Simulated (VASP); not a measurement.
# Au (Pm-3m) in VASP: further runs

The runs below take Au through single point, with PBEsol.

Everything below comes from runs of VASP 6.6.1. Logs are shortened: lines on timing, memory, paths and dates and some standing lists are left out, and cuts for length are marked.

## 1. The cell of the first run

The structure is cubic, space group Pm-3m (No. 221). Conventional cell: a = 2.272 Å, b = 2.272 Å, c = 2.272 Å, α = 90.00°, β = 90.00°, γ = 90.00°. Within 3.0 Å of Au (site symmetry m-3m) lie 6 Au at 2.27 Å.

## 2. Single point, PBEsol (volume scaled by 0.6)

The input, INCAR:

```
SYSTEM = Au
PREC = Accurate
ENCUT = 520
EDIFF = 1E-6
ISMEAR = -1
SIGMA = 0.08
LREAL = .False.
LASPH = .True.
NELM = 100
ALGO = Normal
ISIF = 2
LWAVE = .False.
LCHARG = .False.
GGA = PS
NBANDS = 12
```

The input, KPOINTS:

```
regular mesh
0
Gamma
  14 14 14
  0 0 0
```

The input, POSCAR:

```
Au
1.0
    2.2722434793      0.0000000000      0.0000000000
    0.0000000000      2.2722434793      0.0000000000
    0.0000000000      0.0000000000      2.2722434793
Au
1
Direct
    0.0000000000      0.0000000000      0.0000000000
```

Potentials or basis: VASP PAW PBE potentials, release 64 (Au).

Started as:

```
cat potpaw_PBE.64/Au/POTCAR > POTCAR
mpirun -np 1 vasp_std > vasp.out
```

OUTCAR:

```text
SYSTEM = Au
   PREC = Accurate
   ENCUT = 520
   EDIFF = 1E-6
   ISMEAR = -1
   LREAL = .False.
   LASPH = .True.
   NELM = 100
   ISIF = 2
   GGA = PS

 ion  position               nearest neighbor table
   1  0.000  0.000  0.000-

  LATTYP: Found a simple cubic cell.
 ALAT       =     2.2722434793

  Lattice vectors:

 A1 = (   2.2722434793,   0.0000000000,   0.0000000000)
 A2 = (   0.0000000000,   2.2722434793,   0.0000000000)
 A3 = (   0.0000000000,   0.0000000000,   2.2722434793)

Analysis of symmetry for initial positions (statically):
=====================================================================
 Subroutine PRICEL returns:
 Original cell was already a primitive cell.

 Routine SETGRP: Setting up the symmetry group for a
 simple cubic supercell.

 Subroutine GETGRP returns: Found 48 space group operations
 (whereof 48 operations were pure point group operations)
 out of a pool of 48 trial point group operations.

The static configuration has the point symmetry O_h .

Analysis of symmetry for dynamics (positions and initial velocities):
=====================================================================
 Subroutine PRICEL returns:
 Original cell was already a primitive cell.

 Routine SETGRP: Setting up the symmetry group for a
 simple cubic supercell.

 Subroutine GETGRP returns: Found 48 space group operations
 (whereof 48 operations were pure point group operations)
 out of a pool of 48 trial point group operations.

The dynamic configuration has the point symmetry O_h .

 Subroutine INISYM returns: Found 48 space group operations
 (whereof 48 operations are pure point group operations),
 and found     1 'primitive' translations

----------------------------------------------------------------------------------------

                                     Primitive cell

  volume of cell :      11.7318

  direct lattice vectors                    reciprocal lattice vectors
     2.272243479  0.000000000  0.000000000     0.440093682  0.000000000  0.000000000
     0.000000000  2.272243479  0.000000000     0.000000000  0.440093682  0.000000000
     0.000000000  0.000000000  2.272243479     0.000000000  0.000000000  0.440093682

  length of vectors
     2.272243479  2.272243479  2.272243479     0.440093682  0.440093682  0.440093682

  position of ions in fractional coordinates (direct lattice)
     0.000000000  0.000000000  0.000000000

  ion indices of the primitive-cell ions
   primitive index   ion index
                 1           1

----------------------------------------------------------------------------------------

 KPOINTS: regular mesh

Automatic generation of k-mesh.
 Grid dimensions read from file:
 generate k-points for:   14   14   14

 Generating k-lattice:

  Cartesian coordinates                     Fractional coordinates (reciprocal lattice)
     0.031435263  0.000000000  0.000000000     0.071428571  0.000000000  0.000000000
     0.000000000  0.031435263  0.000000000     0.000000000  0.071428571  0.000000000
     0.000000000  0.000000000  0.031435263     0.000000000  0.000000000  0.071428571

  Length of vectors
     0.031435263  0.031435263  0.031435263

  Shift w.r.t. Gamma in fractional coordinates (k-lattice)
     0.000000000  0.000000000  0.000000000

 Subroutine IBZKPT returns following result:
 ===========================================

 Found    120 irreducible k-points:

 Following reciprocal coordinates:
            Coordinates               Weight
  0.000000  0.000000  0.000000      1.000000
  0.071429  0.000000  0.000000      6.000000
  0.142857  0.000000  0.000000      6.000000
  0.214286  0.000000  0.000000      6.000000
  0.285714  0.000000  0.000000      6.000000
  0.357143  0.000000  0.000000      6.000000
[... 16 lines left out ...]
  0.285714  0.214286  0.000000     24.000000
  0.357143  0.214286  0.000000     24.000000
 [... further k-points ...]
   k-points           NKPTS =    120   k-points in BZ     NKDIM =    120   number of bands    NBANDS=     12
   number of dos      NEDOS =    301   number of ions     NIONS =      1
   total plane-waves  NPLWV =   5832
   dimension x,y,z NGX =    18 NGY =   18 NGZ =   18
   dimension x,y,z NGXF=    36 NGYF=   36 NGZF=   36
   ions per type =               1
   NGX,Y,Z   is equivalent  to a cutoff of  13.17, 13.17, 13.17 a.u.
   NGXF,Y,Z  is equivalent  to a cutoff of  26.34, 26.34, 26.34 a.u.
 SYSTEM =  Au
   PREC   = accura    normal or accurate (medium, high low for compatibility)
   ISTART =      0    job   : 0-new  1-cont  2-samecut
   ICHARG =      2    charge: 1-file 2-atom 10-const
   ISPIN  =      1    spin polarized calculation?
   LNONCOLLINEAR =      F non collinear calculations
   LSORBIT =      F    spin-orbit coupling
   LASPH  =      T    aspherical Exc in radial PAW
   ENCUT  =  520.0 eV  38.22 Ry    6.18 a.u.   4.22  4.22  4.22*2*pi/ulx,y,z
   NELM   =    100;   NELMIN=  2; NELMDL= -5     # of ELM steps
   EDIFF  = 0.1E-05   stopping-criterion for ELM
   LREAL  =      F    real-space projection
   EDIFFG = 0.1E-04   stopping-criterion for IOM
   NSW    =      0    number of steps for IOM
   IBRION =     -1    ionic relax: 0-MD 1-quasi-New 2-CG
   NFREE  =      0    steps in history (QN), initial steepest desc. (CG)
   ISIF   =      2    stress and relaxation
   ISYM   =      2    0-nonsym 1-usesym 2-fastsym
   POTIM  = 0.5000    time-step for ionic-motion
   TEBEG  =    0.0;   TEEND  =   0.0 temperature during run
   PSTRESS=    0.0 pullay stress
   NELECT =      11.0000    total number of electrons
   NUPDOWN=      -1.0000    fix difference up-down
   EMIN   =  10.00;   EMAX   =-10.00  energy-range for DOS
   EFERMI =   0.00;   METHOD = LEGACY
   ISMEAR =    -1;   SIGMA  =   0.08  broadening in eV -4-tet -1-fermi 0-gaus
   EFERMI_NEDOS =   21; number of points for ismear=-14 and -15
   IALGO  =     38    algorithm
   IMIX   =      4    mixing-type and parameters
     AMIX     =   0.40;   BMIX     =  1.00
     AMIX_MAG =   1.60;   BMIX_MAG =  1.00
  volume/ion in A,a.u.               =      11.73        79.17
  Fermi-wavevector in a.u.,A,eV,Ry     =   1.602326  3.027957 34.932256  2.567448
  Thomas-Fermi vector in A             =   2.699164
   LORBIT       =      0    0 simple, 1 ext, 2 COOP (PROOUT), +10 PAW based schemes
   GGA     = PS    functional components
   LHFCALC =     F    Hartree Fock is set to
   AEXX    =    0.0000 exact exchange contribution
   IVDW    =     0    specifies the selected vdW correction
   LEPSILON=     F    determine dielectric tensor
   LRPA    =     F    only Hartree local field effects (RPA)
 non-spin polarized calculation
  energy-cutoff  :      520.00
  volume of cell :       11.73
 maximum number of plane-waves:       326
 NGX is ok and might be reduce to    18
   NGX =  9   NGY =  9   NGZ =  9

 number of electron      11.0000004 magnetization

 Free energy of the ion-electron system (eV)
  ---------------------------------------------------
  ext. energy  EPLUGINS =         0.00000000
  ---------------------------------------------------
  free energy    TOTEN  =         0.25037339 eV

  energy without entropy =        0.25656120  energy(sigma->0) =        0.25346730

 E-fermi :  17.0375     XC(G=0): -15.0618

 val. band max:       16.9317452188   @ k =   0.5000   0.2143   0.0000
 cond. band min:      17.0485649295   @ k =   0.4286   0.4286   0.3571
 fundamental gap:      0.1168197107
 Fermi energy:        17.0374501142

 k-point     1 :       0.0000    0.0000    0.0000
  band No.  band energies     occupation
      1       2.6016      2.00000
      2       5.0355      2.00000
      3       5.0355      2.00000
      4      15.3502      2.00000
      5      15.3502      2.00000
      6      15.3502      2.00000
      7      33.3058      0.00000
      8      33.3058      0.00000
      9      33.3058      0.00000
     10      41.5820      0.00000
     11      44.4781      0.00000
     12      44.4781      0.00000

 k-point     2 :       0.0714    0.0000    0.0000
  band No.  band energies     occupation
      1       2.8128      2.00000
      2       5.0806      2.00000
      3       5.2720      2.00000
      4      15.0905      2.00000
      5      15.0905      2.00000
      6      15.3699      2.00000
      7      32.0978      0.00000
      8      33.7153      0.00000
      9      33.7153      0.00000
     10      42.2125      0.00000
     11      42.3854      0.00000
     12      45.2212      0.00000

 k-point     3 :       0.1429    0.0000    0.0000
  band No.  band energies     occupation
      1       3.3492      2.00000
      2       5.2091      2.00000
      3       6.0339      2.00000
      4      14.4136      2.00000
      5      14.4136      2.00000
      6      15.4252      2.00000
      7      29.6991      0.00000
      8      34.8164      0.00000
      9      34.8164      0.00000
     10      39.4135      0.00000
     11      43.0455      0.00000
     12      47.8956      0.00000

 k-point     4 :       0.2143    0.0000    0.0000
  band No.  band energies     occupation
      1       4.0129      2.00000
      2       5.4004      2.00000
      3       7.3775      2.00000
      4      13.5397      2.00000
      5      13.5397      2.00000
      6      15.5061      2.00000
      7      27.2292      0.00000
      8      36.3245      0.00000
      9      36.3245      0.00000
     10      36.9533      0.00000
     11      43.0714      0.00000
     12      49.0169      0.00000

 k-point     5 :       0.2857    0.0000    0.0000
  band No.  band energies     occupation
      1       4.6779      2.00000
      2       5.6210      2.00000
      3       9.1671      2.00000
      4      12.6771      2.00000
      5      12.6771      2.00000
      6      15.5971      2.00000
      7      25.0894      0.00000
      8      34.9377      0.00000
      9      37.9521      0.00000
     10      37.9521      0.00000
     11      42.3746      0.00000
     12      50.1049      0.00000

 k-point     6 :       0.3571    0.0000    0.0000
  band No.  band energies     occupation
      1       5.2771      2.00000
      2       5.8279      2.00000
      3      11.0428      2.00000
      4      11.9733      2.00000
      5      11.9733      2.00000
      6      15.6801      2.00000
      7      23.5044      0.00000
      8      33.4359      0.00000
      9      39.4629      0.00000
     10      39.4629      0.00000
     11      40.6570      0.00000
     12      50.4320      0.00000

 k-point     7 :       0.4286    0.0000    0.0000
  band No.  band energies     occupation
      1       5.7155      2.00000
      2       5.9761      2.00000
      3      11.5188      2.00000
      4      11.5188      2.00000
      5      12.4902      2.00000
      6      15.7382      2.00000
      7      22.6217      0.00000
      8      32.5063      0.00000
      9      38.6745      0.00000
     10      40.6091      0.00000
     11      40.6091      0.00000
     12      50.0492      0.00000

 k-point     8 :       0.5000    0.0000    0.0000
  band No.  band energies     occupation
      1       5.8797      2.00000
      2       6.0300      2.00000
      3      11.3623      2.00000
      4      11.3623      2.00000
      5      13.0314      2.00000
      6      15.7591      2.00000
      7      22.3750      0.00000
      8      32.1913      0.00000
      9      37.8032      0.00000
     10      41.0589      0.00000
     11      41.0589      0.00000
     12      49.7770      0.00000
[... 166 lines left out ...]
 k-point    20 :       0.4286    0.1429    0.0000
  band No.  band energies     occupation
      1       6.0670      2.00000
      2       7.2775      2.00000
      3       8.9994      2.00000
      4      11.6512      2.00000
      5      14.7597      2.00000
      6      14.9092      2.00000
      7      22.9344      0.00000
      8      33.4768      0.00000
      9      36.3161      0.00000
     10      39.5832      0.00000
     11      42.7333      0.00000
     12      47.7797      0.00000

 k-point    21 :       0.5000    0.1429    0.0000
  band No.  band energies     occupation
      1       6.1766      2.00000
      2       7.4682      2.00000
      3       8.7746      2.00000
      4      11.4969      2.00000
      5      14.9345      2.00000
      6      15.5338      2.00000
      7      22.3752      0.00000
      8      33.2510      0.00000
      9      37.3845      0.00000
     10      37.7345      0.00000
     11      43.3968      0.00000
     12      47.0967      0.00000

 k-point    22 :       0.2143    0.2143    0.0000
  band No.  band energies     occupation
      1       5.1873      2.00000
      2       7.1235      2.00000
      3       8.2138      2.00000
      4      11.9005      2.00000
      5      13.5908      2.00000
      6      13.9520      2.00000
      7      29.3375      0.00000
      8      29.9279      0.00000
      9      37.5430      0.00000
     10      39.6298      0.00000
     11      45.5020      0.00000
     12      48.7207      0.00000

 k-point    23 :       0.2857    0.2143    0.0000
  band No.  band energies     occupation
      1       5.6252      2.00000
      2       7.4450      2.00000
      3       9.2000      2.00000
      4      12.0277      2.00000
      5      12.9039      2.00000
      6      13.9342      2.00000
      7      27.1346      0.00000
      8      31.0031      0.00000
      9      36.6721      0.00000
     10      41.3632      0.00000
     11      45.5913      0.00000
     12      47.4554      0.00000

 k-point    24 :       0.3571    0.2143    0.0000
  band No.  band energies     occupation
      1       6.0145      2.00000
      2       7.4871      2.00000
      3       9.3611      2.00000
      4      12.2346      2.00000
      5      13.7266      2.00000
      6      14.0373      2.00000
      7      25.0042      0.00000
      8      32.2974      0.00000
      9      35.6816      0.00000
     10      42.1300      0.00000
     11      42.9377      0.00000
     12      48.4811      0.00000

 [... further k-points ...]
[... 5 lines left out ...]
  --------------------------------------------------------------------------------------
  -------------------------------------------------------------------------------------
  Total       20.0470812     20.0470812     20.0470812      0.0000000      0.0000000      0.0000000
  in kB     2737.7711025   2737.7711025   2737.7711025      0.0000000      0.0000000      0.0000000
  external PRESSURE =    2737.7711025 kB  Pullay stress =       0.0000000 kB

 VOLUME and BASIS-vectors are now :
 -----------------------------------------------------------------------------
  energy-cutoff  :      520.00
  volume of cell :       11.73
      direct lattice vectors                 reciprocal lattice vectors
     2.272243479  0.000000000  0.000000000     0.440093682  0.000000000  0.000000000
     0.000000000  2.272243479  0.000000000     0.000000000  0.440093682  0.000000000
     0.000000000  0.000000000  2.272243479     0.000000000  0.000000000  0.440093682

 POSITION                                       TOTAL-FORCE (eV/Angst)
 -----------------------------------------------------------------------------------
      0.00000      0.00000      0.00000         0.000000      0.000000      0.000000
 -----------------------------------------------------------------------------------
    total drift:                                0.000000      0.000000      0.000000

  FREE ENERGIE OF THE ION-ELECTRON SYSTEM (eV)
  ---------------------------------------------------
  free  energy   TOTEN  =         0.2503733946 eV

  energy  without entropy=        0.2565612029  energy(sigma->0) =        0.25346730
```

Wall time 7.7 s (1 thread of Intel Xeon Platinum 8488C (Sapphire Rapids), shared host); peak memory 0.13 GiB.

Results:

| Quantity | Value |
| --- | --- |
| Free energy | 0.2504 eV |
| Pressure | 273.8 GPa |

Caveat: the PAW data sets were made with another functional, which shifts forces and pressure a little; spin-orbit coupling is left out, which moves the levels of the heavy elements.

## 3. Single point, PBEsol (volume scaled by 0.6)

The input, INCAR:

```
PREC = Accurate
ENCUT = 520
EDIFF = 1E-7
ISMEAR = -1
SIGMA = 0.08
LREAL = F
LASPH = T
NELM = 80
ALGO = Normal
ISIF = 2
LWAVE = F
LCHARG = T
GGA = PS
LELF = T
LVHAR = T
NBANDS = 12
```

The input, KPOINTS:

```
regular mesh
0
Gamma
  14 14 14
```

POSCAR is that of step 2.

Potentials or basis: VASP PAW PBE potentials, release 64 (Au).

Started as:

```
cat potpaw_PBE.64/Au/POTCAR > POTCAR
mpirun -np 1 vasp_std > vasp.out
```

Wall time 8.2 s (1 thread of Intel Xeon Platinum 8488C (Sapphire Rapids), shared host); peak memory 0.13 GiB.

Results (log left out):

- Free energy: 0.2504 eV
- Pressure: 273.8 GPa

Levels at points of the mesh, in eV from the Fermi level:
```csv
k point,band 2,band 3,band 4,band 5,band 6,band 7,band 8,band 9,band 10,band 11
"(0.00, 0.00, 0.00)",-12.00,-12.00,-1.69,-1.69,-1.69,16.27,16.27,16.27,24.54,27.44
"(0.50, 0.00, 0.00)",-11.01,-5.68,-5.68,-4.01,-1.28,5.34,15.15,20.77,24.02,24.02
"(0.50, 0.50, 0.00)",-9.83,-4.92,-4.92,1.20,3.23,3.23,13.73,14.76,22.57,22.57
"(0.50, 0.50, 0.50)",-10.86,-10.86,1.48,1.48,6.84,11.91,11.91,11.91,23.52,23.52
```

Caveat: the PAW data sets were made with another functional, which shifts forces and pressure a little; spin-orbit coupling is left out, which moves the levels of the heavy elements.

## 4. Single point, PBEsol (volume scaled by 0.7)

The input, INCAR:

```
SYSTEM = Au
ALGO     = Normal         ! electronic algorithm
EDIFF    = 1E-6           ! SCF threshold, eV
ENCUT    = 520            ! plane-wave cutoff, eV
GGA      = PS             ! functional
ISIF     = 2              ! what is computed and relaxed
ISMEAR   = -1             ! smearing method
LASPH    = .True.         ! aspherical terms in the spheres
LCHARG   = .False.        ! write CHGCAR
LREAL    = .False.        ! projectors in reciprocal space
LWAVE    = .False.        ! write WAVECAR
NBANDS   = 12             ! bands
NELM     = 80             ! most SCF steps
PREC     = Accurate       ! precision mode
SIGMA    = 0.08           ! smearing width, eV
```

The input, KPOINTS:

```
k-points
0
Gamma
  14 14 14
  0 0 0
```

The input, POSCAR:

```
Au
1.0
    2.3920511515      0.0000000000      0.0000000000
    0.0000000000      2.3920511515      0.0000000000
    0.0000000000      0.0000000000      2.3920511515
Au
1
Direct
    0.0000000000      0.0000000000      0.0000000000
```

Started as:

```
cat potpaw_PBE.64/Au/POTCAR > POTCAR
mpirun -np 1 vasp_std > vasp.out
```

Wall time 8 s (1 thread of Intel Xeon Platinum 8488C (Sapphire Rapids), shared host); peak memory 0.13 GiB.

The run converged. Its results:

```yaml
Free_energy: -2.0820 eV
Pressure: 126.1 GPa
```

Levels at points of the mesh, in eV from the Fermi level:
```csv
k point,band 3,band 4,band 5,band 6,band 7,band 8,band 9,band 10
"(0.00, 0.00, 0.00)",-9.65,-1.49,-1.49,-1.49,15.85,15.85,15.85,23.03
"(0.50, 0.00, 0.00)",-4.52,-4.52,-2.76,-1.19,4.31,16.02,20.38,22.89
"(0.50, 0.50, 0.00)",-3.96,-3.96,0.75,3.53,3.53,11.32,13.93,22.28
"(0.50, 0.50, 0.50)",-8.59,0.96,0.96,8.35,10.77,10.77,10.77,21.04
```

Caveat: the PAW data sets were made with another functional, which shifts forces and pressure a little; spin-orbit coupling is left out, which moves the levels of the heavy elements.

[end of part 1 of 2]
